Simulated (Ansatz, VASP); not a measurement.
# Hf3Ta in VASP and in Ansatz

```xyz
4
Lattice="3.2032 0.0000 0.0000 -1.6016 2.7741 0.0000 0.0000 0.0000 23.6094" Properties=species:S:1:pos:R:3 pbc="T T T"
Ta    2.4024    0.4623    8.1052
Hf   -0.8008    2.3117   10.4718
Hf    2.4024    0.4623   13.1376
Hf   -0.8008    2.3117   15.5042
```

Alike in both runs: task single point; functional PBE; k mesh 12 × 12 × 1; occupations fermi-dirac, width 0.1 eV; no spin polarisation.

```csv
,VASP,Ansatz
version,VASP 6.6.1,Ansatz 0.2.0
potentials or method,"VASP PAW PBE potentials, release 64 (Ta_pv, Hf_pv), cutoff 520 eV","all-electron LAPW, scalar-relativistic"
```

```tsv
	VASP	Ansatz	Ansatz less VASP
rms of the force components (eV/Å)	0.259	0.249	-0.0105
```

Atom by atom the forces differ by 0.021 eV/Å (rms over components). Ansatz ran all-electron here, and VASP with PAW potentials.

Spin-orbit coupling is off throughout.
